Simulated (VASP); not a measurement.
# ZnS (I-4m2) in VASP: notebook

ZnS is run at these levels: PBE; tasks: single point.

Everything below comes from runs of VASP 6.6.1. Logs are shortened: lines on timing, memory, paths and dates and some standing lists are left out, and cuts for length are marked.

## Step 1: The cell of the first run

It takes space group I-4m2 (No. 119, tetragonal). The conventional cell has a = 3.791 Å, b = 3.791 Å, c = 5.443 Å, α = 90.00°, β = 90.00°, γ = 90.00°. Zn (site symmetry -4m2) has 4 S at 2.33 Å within 3.1 Å. S (site symmetry -4m2) has 4 Zn at 2.33 Å within 3.1 Å.

## Step 2: Single point, PBE (strain -0.015 along x and y, +0.000 along z)

INCAR

```
  PREC = Accurate
  ENCUT = 520
  EDIFF = 1E-6
  ISMEAR = 0
  SIGMA = 0.05
  LREAL = F
  LASPH = T
  NELM = 100
  ALGO = Normal
  ISIF = 2
  LWAVE = F
  LCHARG = T
  GGA = PE
  LELF = T
  LVHAR = T
  NBANDS = 16
```

KPOINTS

```
regular mesh
0
Gamma
  8 8 8
```

POSCAR

```
ZnS
1.0
    0.0000000000      2.6807405248      2.7215639846
    2.6807405248      0.0000000000      2.7215639846
    2.6807405248      2.6807405248      0.0000000000
Zn S
1 1
Direct
    0.0000000000      0.0000000000      0.0000000000
    0.7500000000      0.7500000000      0.7500000000
```

Potentials or basis: VASP PAW PBE potentials, release 64 (Zn, S).

Launch:

```sh
$ cat potpaw_PBE.64/Zn/POTCAR potpaw_PBE.64/S/POTCAR > POTCAR
$ mpirun -np 1 vasp_std > vasp.out
```

OUTCAR:

```text
PREC = Accurate
   ENCUT = 520
   EDIFF = 1E-6
   ISMEAR = 0
   LREAL = F
   LASPH = T
   NELM = 100
   ISIF = 2
   GGA = PE

 ion  position               nearest neighbor table
   1  0.000  0.000  0.000-   2 2.33   2 2.33   2 2.33   2 2.33
   2  0.750  0.750  0.750-   1 2.33   1 2.33   1 2.33   1 2.33

  LATTYP: Found a body centered tetragonal cell.
 ALAT       =     3.7911396074
 C/A-ratio  =     1.4357498095

  Lattice vectors:

 A1 = (  -2.6807405248,   0.0000000000,   2.7215639846)
 A2 = (   2.6807405248,   0.0000000000,   2.7215639846)
 A3 = (   0.0000000000,   2.6807405248,  -2.7215639846)

Analysis of symmetry for initial positions (statically):
=====================================================================
 Subroutine PRICEL returns:
 Original cell was already a primitive cell.

 Routine SETGRP: Setting up the symmetry group for a
 body centered tetragonal supercell.

 Subroutine GETGRP returns: Found  8 space group operations
 (whereof  8 operations were pure point group operations)
 out of a pool of 16 trial point group operations.

The static configuration has the point symmetry D_2d.

Analysis of symmetry for dynamics (positions and initial velocities):
=====================================================================
 Subroutine PRICEL returns:
 Original cell was already a primitive cell.

 Routine SETGRP: Setting up the symmetry group for a
 body centered tetragonal supercell.

 Subroutine GETGRP returns: Found  8 space group operations
 (whereof  8 operations were pure point group operations)
 out of a pool of 16 trial point group operations.

The dynamic configuration has the point symmetry D_2d.

 Subroutine INISYM returns: Found  8 space group operations
 (whereof  8 operations are pure point group operations),
 and found     1 'primitive' translations

----------------------------------------------------------------------------------------

                                     Primitive cell

  volume of cell :      39.1163

  direct lattice vectors                    reciprocal lattice vectors
     0.000000000  2.680740525  2.721563985    -0.186515627  0.186515627  0.183717893
     2.680740525  0.000000000  2.721563985     0.186515627 -0.186515627  0.183717893
     2.680740525  2.680740525  0.000000000     0.186515627  0.186515627 -0.183717893

  length of vectors
     3.820115219  3.820115219  3.791139607     0.321447387  0.321447387  0.321447387

  position of ions in fractional coordinates (direct lattice)
     0.000000000  0.000000000  0.000000000
     0.750000000  0.750000000  0.750000000

  ion indices of the primitive-cell ions
   primitive index   ion index
                 1           1
                 2           2

----------------------------------------------------------------------------------------

 KPOINTS: regular mesh

Automatic generation of k-mesh.
 Grid dimensions read from file:
 generate k-points for:    8    8    8

 Generating k-lattice:

  Cartesian coordinates                     Fractional coordinates (reciprocal lattice)
    -0.023314453  0.023314453  0.022964737     0.125000000  0.000000000  0.000000000
     0.023314453 -0.023314453  0.022964737     0.000000000  0.125000000  0.000000000
     0.023314453  0.023314453 -0.022964737    -0.000000000 -0.000000000  0.125000000

  Length of vectors
     0.040180923  0.040180923  0.040180923

  Shift w.r.t. Gamma in fractional coordinates (k-lattice)
     0.000000000  0.000000000  0.000000000

 Subroutine IBZKPT returns following result:
 ===========================================

 Found     59 irreducible k-points:

 Following reciprocal coordinates:
            Coordinates               Weight
  0.000000  0.000000  0.000000      1.000000
  0.125000  0.000000  0.000000      8.000000
  0.250000  0.000000  0.000000      8.000000
  0.375000  0.000000  0.000000      8.000000
  0.500000  0.000000  0.000000      4.000000
  0.125000  0.125000  0.000000      2.000000
[... 16 lines left out ...]
  0.250000  0.000000  0.125000     16.000000
  0.375000  0.000000  0.125000     16.000000
 [... further k-points ...]
   k-points           NKPTS =     59   k-points in BZ     NKDIM =     59   number of bands    NBANDS=     16
   number of dos      NEDOS =    301   number of ions     NIONS =      2
   total plane-waves  NPLWV =  21952
   dimension x,y,z NGX =    28 NGY =   28 NGZ =   28
   dimension x,y,z NGXF=    56 NGYF=   56 NGZF=   56
   ions per type =               1   1
   NGX,Y,Z   is equivalent  to a cutoff of  12.19, 12.19, 12.28 a.u.
   NGXF,Y,Z  is equivalent  to a cutoff of  24.37, 24.37, 24.56 a.u.
 SYSTEM =  unknown system
   PREC   = accura    normal or accurate (medium, high low for compatibility)
   ISTART =      0    job   : 0-new  1-cont  2-samecut
   ICHARG =      2    charge: 1-file 2-atom 10-const
   ISPIN  =      1    spin polarized calculation?
   LNONCOLLINEAR =      F non collinear calculations
   LSORBIT =      F    spin-orbit coupling
   LASPH  =      T    aspherical Exc in radial PAW
   ENCUT  =  520.0 eV  38.22 Ry    6.18 a.u.   7.10  7.10  7.05*2*pi/ulx,y,z
   NELM   =    100;   NELMIN=  2; NELMDL= -5     # of ELM steps
   EDIFF  = 0.1E-05   stopping-criterion for ELM
   LREAL  =      F    real-space projection
   EDIFFG = 0.1E-04   stopping-criterion for IOM
   NSW    =      0    number of steps for IOM
   IBRION =     -1    ionic relax: 0-MD 1-quasi-New 2-CG
   NFREE  =      0    steps in history (QN), initial steepest desc. (CG)
   ISIF   =      2    stress and relaxation
   ISYM   =      2    0-nonsym 1-usesym 2-fastsym
   POTIM  = 0.5000    time-step for ionic-motion
   TEBEG  =    0.0;   TEEND  =   0.0 temperature during run
   PSTRESS=    0.0 pullay stress
   NELECT =      18.0000    total number of electrons
   NUPDOWN=      -1.0000    fix difference up-down
   EMIN   =  10.00;   EMAX   =-10.00  energy-range for DOS
   EFERMI =   0.00;   METHOD = LEGACY
   ISMEAR =     0;   SIGMA  =   0.05  broadening in eV -4-tet -1-fermi 0-gaus
   EFERMI_NEDOS =   21; number of points for ismear=-14 and -15
   IALGO  =     38    algorithm
   IMIX   =      4    mixing-type and parameters
     AMIX     =   0.40;   BMIX     =  1.00
     AMIX_MAG =   1.60;   BMIX_MAG =  1.00
  volume/ion in A,a.u.               =      19.56       131.99
  Fermi-wavevector in a.u.,A,eV,Ry     =   1.263901  2.388426 21.734559  1.597445
  Thomas-Fermi vector in A             =   2.397234
   LORBIT       =      0    0 simple, 1 ext, 2 COOP (PROOUT), +10 PAW based schemes
   GGA     = PE    functional components
   LHFCALC =     F    Hartree Fock is set to
   AEXX    =    0.0000 exact exchange contribution
   IVDW    =     0    specifies the selected vdW correction
   LEPSILON=     F    determine dielectric tensor
   LRPA    =     F    only Hartree local field effects (RPA)
 non-spin polarized calculation
 Gauss-broadening in eV      SIGMA  =   0.05
  energy-cutoff  :      520.00
  volume of cell :       39.12
 maximum number of plane-waves:      1065
   NGX = 15   NGY = 15   NGZ = 15

 number of electron      18.0000009 magnetization

 Free energy of the ion-electron system (eV)
  ---------------------------------------------------
  ext. energy  EPLUGINS =         0.00000000
  ---------------------------------------------------
  free energy    TOTEN  =        -6.84186011 eV

  energy without entropy =       -6.84186011  energy(sigma->0) =       -6.84186011

 E-fermi :   2.4806     XC(G=0):  -9.6710

 val. band max:        2.2052496958   @ k =   0.0000   0.0000   0.0000
 cond. band min:       4.3382030741   @ k =   0.0000   0.0000   0.0000
 fundamental gap:      2.1329533783
 Fermi energy:         2.4806491992

 k-point     1 :       0.0000    0.0000    0.0000
  band No.  band energies     occupation
      1     -11.0127      2.00000
      2      -4.1922      2.00000
      3      -4.1829      2.00000
      4      -4.1829      2.00000
      5      -3.6803      2.00000
      6      -3.6757      2.00000
[... 8 lines left out ...]
     15      14.0869      0.00000
     16      14.1160      0.00000

 k-point     2 :       0.1250    0.0000    0.0000
  band No.  band energies     occupation
      1     -10.8942      2.00000
      2      -4.1866      2.00000
      3      -4.1671      2.00000
      4      -4.1612      2.00000
      5      -3.6814      2.00000
      6      -3.6779      2.00000
[... 8 lines left out ...]
     15      13.4627      0.00000
     16      14.8957      0.00000

 k-point     3 :       0.2500    0.0000    0.0000
  band No.  band energies     occupation
      1     -10.5843      2.00000
      2      -4.1413      2.00000
      3      -4.1210      2.00000
      4      -4.1134      2.00000
      5      -3.6765      2.00000
      6      -3.6762      2.00000
[... 8 lines left out ...]
     15      13.2039      0.00000
     16      14.4309      0.00000

 k-point     4 :       0.3750    0.0000    0.0000
  band No.  band energies     occupation
      1     -10.2318      2.00000
      2      -4.0868      2.00000
      3      -4.0750      2.00000
      4      -3.9228      2.00000
      5      -3.6611      2.00000
      6      -3.6570      2.00000
[... 8 lines left out ...]
     15      14.2610      0.00000
     16      14.3345      0.00000
[... 324 lines left out ...]
 k-point    22 :       0.1250    0.0000    0.1250
  band No.  band energies     occupation
      1     -10.8532      2.00000
      2      -4.2043      2.00000
      3      -4.1533      2.00000
      4      -4.1429      2.00000
      5      -3.6936      2.00000
      6      -3.6675      2.00000
[... 8 lines left out ...]
     15      14.0917      0.00000
     16      15.4370      0.00000

 k-point    23 :       0.2500    0.0000    0.1250
  band No.  band energies     occupation
      1     -10.6052      2.00000
      2      -4.1973      2.00000
      3      -4.1038      2.00000
      4      -4.0923      2.00000
      5      -3.7015      2.00000
      6      -3.6565      2.00000
[... 8 lines left out ...]
     15      14.0997      0.00000
     16      15.9050      0.00000

 k-point    24 :       0.3750    0.0000    0.1250
  band No.  band energies     occupation
      1     -10.2615      2.00000
      2      -4.1140      2.00000
      3      -4.0556      2.00000
      4      -3.9979      2.00000
      5      -3.6754      2.00000
      6      -3.6429      2.00000
[... 8 lines left out ...]
     15      14.8983      0.00000
     16      15.3242      0.00000

 [... further k-points ...]
[... 5 lines left out ...]
  --------------------------------------------------------------------------------------
  -------------------------------------------------------------------------------------
  Total        0.6438914      0.6438914      0.4934114      0.0000000      0.0000000      0.0000000
  in kB       26.3733392     26.3733392     20.2097821      0.0000000      0.0000000      0.0000000
  external PRESSURE =      24.3188202 kB  Pullay stress =       0.0000000 kB

 VOLUME and BASIS-vectors are now :
 -----------------------------------------------------------------------------
  energy-cutoff  :      520.00
  volume of cell :       39.12
      direct lattice vectors                 reciprocal lattice vectors
     0.000000000  2.680740525  2.721563985    -0.186515627  0.186515627  0.183717893
     2.680740525  0.000000000  2.721563985     0.186515627 -0.186515627  0.183717893
     2.680740525  2.680740525  0.000000000     0.186515627  0.186515627 -0.183717893

 POSITION                                       TOTAL-FORCE (eV/Angst)
 -----------------------------------------------------------------------------------
      0.00000      0.00000      0.00000        -0.000000      0.000000      0.000000
      4.02111      4.02111      4.08235         0.000000      0.000000     -0.000000
 -----------------------------------------------------------------------------------
    total drift:                               -0.000001     -0.000001     -0.000002

  FREE ENERGIE OF THE ION-ELECTRON SYSTEM (eV)
  ---------------------------------------------------
  free  energy   TOTEN  =        -6.8418601126 eV

  energy  without entropy=       -6.8418601126  energy(sigma->0) =       -6.84186011
```

It took 13 s on 1 thread of Intel Xeon 6975P-C (Granite Rapids), shared host; peak memory 0.17 GiB.

Results:

```yaml
Free_energy: -6.8419 eV
Pressure: 2.4 GPa
Band_gap_on_the_k_mesh: 2.13 eV, direct
```

Levels at points of the mesh, in eV from the valence-band top:
```csv
k point,band 7,band 8,band 9,band 10,band 11,band 12
"(0.00, 0.00, 0.00)",-0.05,0.00,0.00,2.13,6.37,6.37
"(0.50, 0.00, 0.00)",-5.36,-0.94,-0.85,3.31,6.84,6.97
"(0.50, 0.50, 0.00)",-4.67,-2.21,-2.21,3.42,4.15,10.91
"(0.50, 0.00, 0.50)",-4.58,-2.31,-2.28,3.34,4.01,11.08
```

Caveat: the cell differs from its parent crystal (strain -0.015 along x and y, +0.000 along z).

## Step 3: Single point, PBE (strain +0.000 along x and y, -0.015 along z)

INCAR

```
ALGO = Normal
EDIFF = 1E-7
ENCUT = 520
GGA = PE
ISIF = 2
ISMEAR = 0
LASPH = T
LCHARG = T
LELF = T
LREAL = F
LVHAR = T
LWAVE = F
NBANDS = 16
NELM = 100
PREC = Accurate
SIGMA = 0.05
```

KPOINTS

```
k-points
0
Gamma
  8 8 8
```

POSCAR

```
ZnS
1.0
    0.0000000000      2.7215639846      2.6807405248
    2.7215639846      0.0000000000      2.6807405248
    2.7215639846      2.7215639846      0.0000000000
Zn S
1 1
Direct
    0.0000000000      0.0000000000      0.0000000000
    0.7500000000      0.7500000000      0.7500000000
```

Potentials or basis: VASP PAW PBE potentials, release 64 (Zn, S).

Launch:

```sh
$ cat potpaw_PBE.64/Zn/POTCAR potpaw_PBE.64/S/POTCAR > POTCAR
$ mpirun -np 1 vasp_std > vasp.out
```

Run time: 16 s. Hardware: 1 thread of Intel Xeon 6975P-C (Granite Rapids), shared host; peak memory 0.17 GiB.

It converged, with:

- Free energy: -6.8488 eV
- Pressure: 1.3 GPa
- Band gap on the k mesh: 2.05 eV, direct

Stress tensor (GPa, compression positive):
```
1.07 0.00 0.00
0.00 1.07 0.00
0.00 0.00 1.66
```

Levels at points of the mesh, in eV from the valence-band top:
```
           k point  band 5  band 6  band 7  band 8  band 9  band 10  band 11  band 12  band 13  band 14
(0.00, 0.00, 0.00)   -5.86   -5.85   -0.05   -0.05    0.00     2.05     6.37     6.37     6.37    11.60
(0.50, 0.00, 0.00)   -5.82   -5.66   -5.28   -0.93   -0.85     3.26     6.83     6.97     8.82    12.10
(0.50, 0.50, 0.00)   -5.78   -5.63   -4.51   -2.28   -2.28     3.34     3.94    11.01    11.87    11.87
(0.50, 0.00, 0.50)   -5.78   -5.65   -4.59   -2.22   -2.19     3.41     4.09    10.84    11.83    11.95
```

Caveat: the cell differs from its parent crystal (strain +0.000 along x and y, -0.015 along z).
